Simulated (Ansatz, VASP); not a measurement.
**Two plane-wave programs on Mo**

INCAR

```
  ALGO = Fast
  EDIFF = 1E-6
  ENCUT = 520
  GGA = PS
  ISIF = 2
  ISMEAR = 0
  LASPH = T
  LCHARG = T
  LELF = T
  LREAL = F
  LVHAR = T
  LWAVE = F
  NBANDS = 13
  NELM = 60
  PREC = Accurate
  SIGMA = 0.15
```

KPOINTS

```
k-points
0
Gamma
  22 22 22
```

POSCAR

```
Mo
1.0
   -1.5710000000      1.5710000000      1.6966800000
    1.5710000000     -1.5710000000      1.6966800000
    1.5710000000      1.5710000000     -1.6966800000
Mo
1
Direct
    0.0000000000      0.0000000000      0.0000000000
```

Input for Ansatz:

```yaml
crystal:
  lattice:
    - [-1.571, 1.571, 1.69668]
    - [1.571, -1.571, 1.69668]
    - [1.571, 1.571, -1.69668]
  atoms:
    - { symbol: Mo, position: [0.0, 0.0, 0.0] }
basis:
  ecutwfc: 420
kpoints:
  mp_grid: { grid: [22, 22, 22] }
hamiltonian:
  xc: pbesol
scf:
  occupations: { method: gaussian, width: 0.15 }
output:
  forces: true
  stress: true
  eigenvalues: true
```

Change from the starting cell: strain +0.000 along x and y, +0.080 along z, atoms carried along.

Alike in both runs: task single point; functional PBEsol; k mesh 22 × 22 × 22; occupations gaussian, width 0.15 eV; no spin polarisation.

|  | VASP | Ansatz |
| --- | --- | --- |
| version | VASP 6.6.1 | Ansatz 0.2.0 |
| potentials or method | VASP PAW PBE potentials, release 64 (Mo_sv), cutoff 520 eV | scalar-relativistic, plane waves, PAW |
| valence electrons in the cell | 14 | 14 |

Ansatz gave:

* gap on the k mesh at the Fermi level (eV): none
* pressure (GPa): -19.9
* traceless stress, the component that is largest in VASP (GPa): -12.07

Problem. What did VASP give for the same quantities?

Solution. gap on the k mesh at the Fermi level (eV): none; pressure (GPa): -19.5; traceless stress, the component that is largest in VASP (GPa): -12.06.

VASP's potentials were made for PBE, not for PBEsol. A gap of «none» marks a metal or a gap that the smearing closes.
